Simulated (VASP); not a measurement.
**Si23BHO48 (a cell with a defect): single point with PBE+D3(BJ)**

Si23BHO48 (a cell with a defect):

```
Si O B H
1.0
     9.83160    0.00000    0.00000
    -4.91580    8.51441    0.00000
     0.00000    0.00000   10.81820
Si O B H
23 48 1 1
Direct
  0.26969 0.00425 0.16595
  0.00087 0.26833 0.33343
  0.23001 0.23602 0.00111
  0.26657 0.00397 0.66825
  0.98771 0.26516 0.83639
  0.23738 0.24797 0.50465
  0.26891 0.50350 0.16943
  0.00717 0.76153 0.33461
  0.23789 0.73760 0.99952
  0.99960 0.76329 0.83477
  0.24449 0.73561 0.50164
  0.77046 0.99958 0.16779
  0.50055 0.27099 0.33631
  0.71970 0.22542 0.00675
  0.76694 0.99743 0.66626
  0.49579 0.26489 0.83888
  0.73155 0.22928 0.49976
  0.76718 0.50035 0.16873
  0.50821 0.76575 0.33694
  0.72850 0.72904 0.99673
  0.76786 0.49333 0.67198
  0.49344 0.75540 0.82568
  0.74012 0.73121 0.50282
  0.07018 0.21044 0.44537
  0.29496 0.36648 0.11081
  0.13764 0.43486 0.27873
  0.19997 0.07090 0.05998
  0.36613 0.30228 0.39329
  0.43201 0.14371 0.22421
  0.06673 0.21203 0.94395
  0.30312 0.38533 0.60936
  0.11336 0.44054 0.78519
  0.20978 0.08498 0.56537
  0.35823 0.29531 0.88967
  0.43136 0.13365 0.72992
  0.07663 0.69590 0.44163
  0.30650 0.87563 0.10363
  0.14302 0.92710 0.27811
  0.20825 0.57544 0.06195
  0.37652 0.80182 0.39293
  0.43565 0.63727 0.22609
  0.07029 0.70959 0.94822
  0.29504 0.86981 0.60710
  0.13155 0.92735 0.77454
  0.23013 0.57676 0.56041
  0.35865 0.78649 0.88353
  0.42847 0.62750 0.71503
  0.56688 0.20511 0.44544
  0.79188 0.36138 0.11214
  0.64037 0.43580 0.28138
  0.69387 0.06304 0.06594
  0.86018 0.29204 0.38840
  0.93666 0.13919 0.22155
  0.55427 0.20091 0.95454
  0.79495 0.35742 0.61207
  0.63878 0.42690 0.78263
  0.70407 0.06410 0.55527
  0.83983 0.27643 0.89086
  0.92894 0.13599 0.72560
  0.57366 0.69886 0.44568
  0.79604 0.86552 0.10238
  0.65017 0.92886 0.28368
  0.70334 0.56808 0.05958
  0.87148 0.78951 0.39411
  0.93522 0.63477 0.22255
  0.56261 0.69627 0.93824
  0.80243 0.86540 0.60942
  0.63282 0.92226 0.77285
  0.71102 0.56821 0.56421
  0.85652 0.78509 0.88483
  0.93753 0.62338 0.73028
  0.31542 0.52888 0.63263
  0.05672 0.50619 0.74989
```

```json
{
  "Program": "VASP 6.6.1",
  "Task": "single point",
  "Functional": "PBE",
  "Dispersion": "D3(BJ)",
  "Potentials or basis": "VASP PAW PBE potentials, release 64 (Si, O, B, H)",
  "Cutoff": "520 eV",
  "k mesh": "1 × 1 × 1",
  "Occupations": "gaussian, width 0.02 eV",
  "Spin": "no spin polarisation"
}
```

```yaml
Pressure: -0.1 GPa
Largest_force: 3.720 eV/Å
Band_gap_on_the_k_mesh: 5.68 eV
Dispersion_energy_per_atom: -0.139 eV
```

Forces in eV/Å, atoms in the order of the input:
```
Si   0.017  0.008 -0.003
Si   0.003  0.013 -0.001
Si  -0.048 -0.005 -0.020
Si   0.020  0.025 -0.029
Si  -0.045  0.206 -0.111
Si  -0.018  0.001  0.032
Si   0.004 -0.002 -0.014
Si  -0.005  0.018 -0.011
Si   0.035 -0.038 -0.008
Si  -0.010  0.162  0.146
Si   0.026 -0.033 -0.004
Si   0.012  0.009 -0.007
Si  -0.017  0.007 -0.004
Si   0.025 -0.014 -0.029
Si   0.031  0.034  0.031
Si  -0.025 -0.003  0.022
Si   0.004 -0.039 -0.021
Si   0.021 -0.007 -0.003
Si  -0.007  0.011 -0.006
Si  -0.042 -0.016  0.024
Si  -0.126 -0.143 -0.071
Si  -0.022 -0.020 -0.025
Si  -0.026  0.017 -0.019
O   -0.005  0.001 -0.010
O    0.004 -0.006  0.002
O    0.005  0.000  0.004
O    0.013 -0.009  0.003
O    0.004 -0.009 -0.002
O   -0.004  0.006  0.006
O    0.026 -0.026  0.036
O    0.016 -0.024 -0.041
O   -2.799  1.993 -1.304
O    0.016 -0.010  0.008
O    0.016 -0.003 -0.003
O   -0.001  0.007  0.001
O   -0.013  0.004  0.011
O   -0.010 -0.005 -0.001
O    0.004 -0.008  0.004
O    0.005  0.008  0.012
O   -0.007 -0.001  0.001
O   -0.002  0.010  0.008
O   -0.037  0.006 -0.040
O   -0.018 -0.005  0.008
O   -0.005 -0.046 -0.002
O   -0.027  0.043 -0.046
O   -0.008  0.006  0.011
O    0.012  0.036  0.013
O    0.000  0.008  0.005
O   -0.011  0.005  0.007
O    0.004  0.001  0.003
O    0.007 -0.009  0.013
O   -0.009 -0.001  0.009
O   -0.004  0.004  0.003
O   -0.020  0.007 -0.003
O   -0.008  0.044  0.022
O    0.040  0.035 -0.025
O   -0.006  0.006 -0.003
O   -0.073 -0.040  0.053
O   -0.022 -0.065 -0.023
O    0.006  0.000 -0.001
O    0.002 -0.010 -0.007
O    0.007 -0.004 -0.002
O    0.010  0.001 -0.007
O    0.001 -0.010  0.006
O   -0.005  0.008  0.003
O    0.012  0.008  0.004
O    0.008 -0.026 -0.009
O    0.007 -0.002 -0.006
O    0.041  0.001  0.037
O    0.034 -0.024 -0.041
O    0.170 -0.068 -0.021
B   -0.043 -0.058  0.104
H    2.860 -1.971  1.332
```

Stress tensor (GPa, compression positive):
```
-0.39  0.60 -0.57
 0.60 -0.15 -0.12
-0.57 -0.12  0.28
```

Levels at points of the mesh, in eV from the valence-band top:
```tsv
k point	band 190	band 191	band 192	band 193	band 194	band 195
(0.00, 0.00, 0.00)	-0.16	-0.05	0.00	5.68	7.44	7.67
```

Run time: 3.8 min on 1 thread of AMD EPYC 9R45 96-Core Processor (Zen 5), on a shared host, peak memory 0.92 GiB.

Caveat: the k points lie up to 0.74 Å⁻¹ apart.
